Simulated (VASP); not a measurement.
# K (P6/mmm) in VASP: further runs, part 2 of 3

VASP 6.6.1. Earlier steps stand in the parts before.

## 4. Single point, revPBE (volume scaled by 0.88)

Contents of INCAR:

```
ALGO = Normal ; EDIFF = 1E-6
ENCUT = 520 ; GGA = RE
ISIF = 2 ; ISMEAR = -1
LASPH = True ; LCHARG = False
LREAL = False ; LWAVE = False
NBANDS = 20 ; NELM = 100
PREC = Accurate ; SIGMA = 0.1
```

Contents of KPOINTS:

```
k-points
0
Gamma
  6 6 8
```

Contents of POSCAR:

```
K
1.0
    7.4309454579      0.0000000000      0.0000000000
   -3.7154727290      6.4353875407      0.0000000000
    0.0000000000      0.0000000000      4.4292885325
K
3
Direct
    1.0000000000      0.0000000000      0.0000000000
    0.3333333333      0.6666666667      0.5000000000
    0.6666666667      0.3333333333      0.5000000000
```

Potentials or basis: VASP PAW PBE potentials, release 64 (K_sv).

On the command line:

```
$ cat potpaw_PBE.64/K_sv/POTCAR > POTCAR
$ mpirun -np 1 vasp_std > vasp.out
```

OUTCAR:

```text
EDIFF = 1E-6
   ENCUT = 520
   GGA = RE
   ISIF = 2
   ISMEAR = -1
   LASPH = True
   LREAL = False
   NELM = 100
   PREC = Accurate

 ion  position               nearest neighbor table
   1  0.000  0.000  0.000-
   2  0.333  0.667  0.500-
   3  0.667  0.333  0.500-

  LATTYP: Found a hexagonal cell.
 ALAT       =     7.4309454579
 C/A-ratio  =     0.5960598900

  Lattice vectors:

 A1 = (   7.4309454579,   0.0000000000,   0.0000000000)
 A2 = (  -3.7154727290,   6.4353875407,   0.0000000000)
 A3 = (   0.0000000000,   0.0000000000,   4.4292885325)

Analysis of symmetry for initial positions (statically):
=====================================================================
 Subroutine PRICEL returns:
 Original cell was already a primitive cell.

 Routine SETGRP: Setting up the symmetry group for a
 hexagonal supercell.

 Subroutine GETGRP returns: Found 24 space group operations
 (whereof 24 operations were pure point group operations)
 out of a pool of 24 trial point group operations.

The static configuration has the point symmetry D_6h.

Analysis of symmetry for dynamics (positions and initial velocities):
=====================================================================
 Subroutine PRICEL returns:
 Original cell was already a primitive cell.

 Routine SETGRP: Setting up the symmetry group for a
 hexagonal supercell.

 Subroutine GETGRP returns: Found 24 space group operations
 (whereof 24 operations were pure point group operations)
 out of a pool of 24 trial point group operations.

The dynamic configuration has the point symmetry D_6h.

 Subroutine INISYM returns: Found 24 space group operations
 (whereof 24 operations are pure point group operations),
 and found     1 'primitive' translations

----------------------------------------------------------------------------------------

                                     Primitive cell

  volume of cell :     211.8131

  direct lattice vectors                    reciprocal lattice vectors
     7.430945458  0.000000000  0.000000000     0.134572378  0.077695399  0.000000000
    -3.715472729  6.435387541  0.000000000     0.000000000  0.155390797  0.000000000
     0.000000000  0.000000000  4.429288533     0.000000000  0.000000000  0.225769893

  length of vectors
     7.430945458  7.430945458  4.429288533     0.155390797  0.155390797  0.225769893

  position of ions in fractional coordinates (direct lattice)
     0.000000000  0.000000000  0.000000000
     0.333333333  0.666666667  0.500000000
     0.666666667  0.333333333  0.500000000

  ion indices of the primitive-cell ions
   primitive index   ion index
                 1           1
                 2           2
                 3           3

----------------------------------------------------------------------------------------

 KPOINTS: k-points

Automatic generation of k-mesh.
 Grid dimensions read from file:
 generate k-points for:    6    6    8

 Generating k-lattice:

  Cartesian coordinates                     Fractional coordinates (reciprocal lattice)
     0.022428730  0.012949233  0.000000000     0.166666667  0.000000000  0.000000000
     0.000000000  0.025898466  0.000000000     0.000000000  0.166666667  0.000000000
     0.000000000  0.000000000  0.028221237     0.000000000  0.000000000  0.125000000

  Length of vectors
     0.025898466  0.025898466  0.028221237

  Shift w.r.t. Gamma in fractional coordinates (k-lattice)
     0.000000000  0.000000000  0.000000000

 Subroutine IBZKPT returns following result:
 ===========================================

 Found     35 irreducible k-points:

 Following reciprocal coordinates:
            Coordinates               Weight
  0.000000  0.000000  0.000000      1.000000
  0.166667  0.000000  0.000000      6.000000
  0.333333  0.000000  0.000000      6.000000
  0.500000  0.000000  0.000000      3.000000
  0.166667  0.166667  0.000000      6.000000
  0.333333  0.166667  0.000000     12.000000
[... 16 lines left out ...]
  0.166667  0.000000  0.375000     12.000000
  0.333333  0.000000  0.375000     12.000000
 [... further k-points ...]
   k-points           NKPTS =     35   k-points in BZ     NKDIM =     35   number of bands    NBANDS=     20
   number of dos      NEDOS =    301   number of ions     NIONS =      3
   total plane-waves  NPLWV = 112896
   dimension x,y,z NGX =    56 NGY =   56 NGZ =   36
   dimension x,y,z NGXF=   112 NGYF=  112 NGZF=   72
   ions per type =               3
   NGX,Y,Z   is equivalent  to a cutoff of  12.53, 12.53, 13.51 a.u.
   NGXF,Y,Z  is equivalent  to a cutoff of  25.06, 25.06, 27.02 a.u.
 SYSTEM =  unknown system
   PREC   = accura    normal or accurate (medium, high low for compatibility)
   ISTART =      0    job   : 0-new  1-cont  2-samecut
   ICHARG =      2    charge: 1-file 2-atom 10-const
   ISPIN  =      1    spin polarized calculation?
   LNONCOLLINEAR =      F non collinear calculations
   LSORBIT =      F    spin-orbit coupling
   LASPH  =      T    aspherical Exc in radial PAW
   ENCUT  =  520.0 eV  38.22 Ry    6.18 a.u.  13.82 13.82  8.24*2*pi/ulx,y,z
   NELM   =    100;   NELMIN=  2; NELMDL= -5     # of ELM steps
   EDIFF  = 0.1E-05   stopping-criterion for ELM
   LREAL  =      F    real-space projection
   EDIFFG = 0.1E-04   stopping-criterion for IOM
   NSW    =      0    number of steps for IOM
   IBRION =     -1    ionic relax: 0-MD 1-quasi-New 2-CG
   NFREE  =      0    steps in history (QN), initial steepest desc. (CG)
   ISIF   =      2    stress and relaxation
   ISYM   =      2    0-nonsym 1-usesym 2-fastsym
   POTIM  = 0.5000    time-step for ionic-motion
   TEBEG  =    0.0;   TEEND  =   0.0 temperature during run
   PSTRESS=    0.0 pullay stress
   NELECT =      27.0000    total number of electrons
   NUPDOWN=      -1.0000    fix difference up-down
   EMIN   =  10.00;   EMAX   =-10.00  energy-range for DOS
   EFERMI =   0.00;   METHOD = LEGACY
   ISMEAR =    -1;   SIGMA  =   0.10  broadening in eV -4-tet -1-fermi 0-gaus
   EFERMI_NEDOS =   21; number of points for ismear=-14 and -15
   IALGO  =     38    algorithm
   IMIX   =      4    mixing-type and parameters
     AMIX     =   0.40;   BMIX     =  1.00
     AMIX_MAG =   1.60;   BMIX_MAG =  1.00
  volume/ion in A,a.u.               =      70.60       476.46
  Fermi-wavevector in a.u.,A,eV,Ry     =   0.823908  1.556960  9.235957  0.678824
  Thomas-Fermi vector in A             =   1.935500
   LORBIT       =      0    0 simple, 1 ext, 2 COOP (PROOUT), +10 PAW based schemes
   GGA     = RE    functional components
   LHFCALC =     F    Hartree Fock is set to
   AEXX    =    0.0000 exact exchange contribution
   IVDW    =     0    specifies the selected vdW correction
   LEPSILON=     F    determine dielectric tensor
   LRPA    =     F    only Hartree local field effects (RPA)
 non-spin polarized calculation
  energy-cutoff  :      520.00
  volume of cell :      211.81
 maximum number of plane-waves:      5728
 NGX is ok and might be reduce to    56
   NGX = 27   NGY = 27   NGZ = 17

 number of electron      27.0000000 magnetization

 Free energy of the ion-electron system (eV)
  ---------------------------------------------------
  ext. energy  EPLUGINS =         0.00000000
  ---------------------------------------------------
  free energy    TOTEN  =        -2.80955925 eV

  energy without entropy =       -2.73077922  energy(sigma->0) =       -2.77016924

 E-fermi :   0.0902     XC(G=0):  -5.6278

 val. band max:        0.0763681931   @ k =   0.1667   0.1667   0.0000
 cond. band min:       0.0940681083   @ k =   0.1667   0.1667   0.0000
 fundamental gap:      0.0176999152
 Fermi energy:         0.0901971425

 k-point     1 :       0.0000    0.0000    0.0000
  band No.  band energies     occupation
      1     -32.1669      2.00000
      2     -32.1605      2.00000
      3     -32.0554      2.00000
      4     -15.6479      2.00000
      5     -15.6479      2.00000
      6     -15.5949      2.00000
[... 12 lines left out ...]
     19       1.8796      0.00000
     20       3.9490      0.00000
[... 507 lines left out ...]
 k-point    24 :       0.3333    0.0000    0.3750
  band No.  band energies     occupation
      1     -32.1631      2.00000
      2     -32.1595      2.00000
      3     -32.0530      2.00000
      4     -15.6454      2.00000
      5     -15.6388      2.00000
      6     -15.6336      2.00000
[... 12 lines left out ...]
     19       2.3334      0.00000
     20       3.2264      0.00000

 [... further k-points ...]

------------------------ aborting loop because EDIFF is reached ----------------------------------------

  FORCE on cell =-STRESS in cart. coord.  units (eV):
  Direction    XX          YY          ZZ          XY          YZ          ZX
  --------------------------------------------------------------------------------------
  -------------------------------------------------------------------------------------
  Total        0.6540244      0.6540244      0.6423834     -0.0000000      0.0000000      0.0000000
  in kB        4.9471123      4.9471123      4.8590584     -0.0000000      0.0000000      0.0000000
  external PRESSURE =       4.9177610 kB  Pullay stress =       0.0000000 kB

 VOLUME and BASIS-vectors are now :
 -----------------------------------------------------------------------------
  energy-cutoff  :      520.00
  volume of cell :      211.81
      direct lattice vectors                 reciprocal lattice vectors
     7.430945458  0.000000000  0.000000000     0.134572378  0.077695399  0.000000000
    -3.715472729  6.435387541  0.000000000     0.000000000  0.155390797  0.000000000
     0.000000000  0.000000000  4.429288533     0.000000000  0.000000000  0.225769893

 POSITION                                       TOTAL-FORCE (eV/Angst)
 -----------------------------------------------------------------------------------
      0.00000      0.00000      0.00000        -0.000000      0.000000      0.000000
     -0.00000      4.29026      2.21464         0.000000      0.000000      0.000000
      3.71547      2.14513      2.21464        -0.000000      0.000000      0.000000
 -----------------------------------------------------------------------------------
    total drift:                                0.000000     -0.000000      0.000000

  FREE ENERGIE OF THE ION-ELECTRON SYSTEM (eV)
  ---------------------------------------------------
  free  energy   TOTEN  =        -2.8095592530 eV

  energy  without entropy=       -2.7307792221  energy(sigma->0) =       -2.77016924
```

OSZICAR:

```text
N       E                     dE             d eps       ncg     rms          rms(c)
DAV:   1     0.186319474857E+03    0.18632E+03   -0.11019E+04  1408   0.107E+03
DAV:   2     0.112413173537E+02   -0.17508E+03   -0.17235E+03  1568   0.305E+02
DAV:   3    -0.205517128512E+01   -0.13296E+02   -0.13191E+02  2288   0.656E+01
DAV:   4    -0.277772466022E+01   -0.72255E+00   -0.71828E+00  2092   0.126E+01
DAV:   5    -0.279594445992E+01   -0.18220E-01   -0.18216E-01  2044   0.198E+00    0.323E+00
DAV:   6    -0.280327183027E+01   -0.73274E-02   -0.86598E-03  1876   0.564E-01    0.197E+00
DAV:   7    -0.280908233942E+01   -0.58105E-02   -0.96228E-03  1680   0.621E-01    0.852E-02
DAV:   8    -0.280946703533E+01   -0.38470E-03   -0.78985E-04  2372   0.199E-01    0.432E-02
DAV:   9    -0.280955485474E+01   -0.87819E-04   -0.59125E-05  1856   0.605E-02    0.210E-02
DAV:  10    -0.280955921158E+01   -0.43568E-05   -0.19453E-05  1932   0.265E-02    0.158E-03
DAV:  11    -0.280955925301E+01   -0.41436E-07   -0.34329E-07  1208   0.361E-03
   1 F= -.28095593E+01 E0= -.27701692E+01  d E =-.787800E-01
```

stdout:

```text
POSCAR found type information on POSCAR K
 POSCAR found :  1 types and       3 ions
 scaLAPACK will be used
 -----------------------------------------------------------------------------
|                                                                             |
|                                                                             |
|     You enforced a specific xc type in the INCAR file but a different       |
|     I HOPE YOU KNOW WHAT YOU ARE DOING!                                     |
|                                                                             |
 -----------------------------------------------------------------------------

 LDA part: xc-table for (Slater+PW92), standard interpolation
 POSCAR, INCAR and KPOINTS ok, starting setup
 FFT: planning ... GRIDC
 FFT: planning ... GRID_SOFT
 FFT: planning ... GRID
 WAVECAR not read
 entering main loop
```

Run time: 74 s. Hardware: 1 thread of Intel Xeon Platinum 8488C (Sapphire Rapids), shared host; peak memory 0.37 GiB.

What came out:

| Item | Value |
| --- | --- |
| Free energy | -2.8096 eV |
| Pressure | 0.5 GPa |

Levels at points of the mesh, in eV from the Fermi level:
```csv
k point,band 9,band 10,band 11,band 12,band 13,band 14,band 15,band 16,band 17,band 18
"(0.00, 0.00, 0.00)",-15.67,-15.59,-15.59,-15.57,-2.21,1.14,1.14,1.15,1.15,1.52
"(0.50, 0.00, 0.00)",-15.67,-15.59,-15.59,-15.57,-1.21,-1.20,0.43,0.63,2.71,2.84
"(0.00, 0.00, 0.50)",-15.68,-15.64,-15.59,-15.59,-0.23,-0.15,1.76,1.76,1.89,1.89
"(0.50, 0.00, 0.50)",-15.67,-15.63,-15.59,-15.59,0.50,0.58,0.65,0.72,1.52,1.87
```

Caveat: the PAW data sets were made with another functional, which shifts forces and pressure a little.

(Continued in part 3 of 3.)
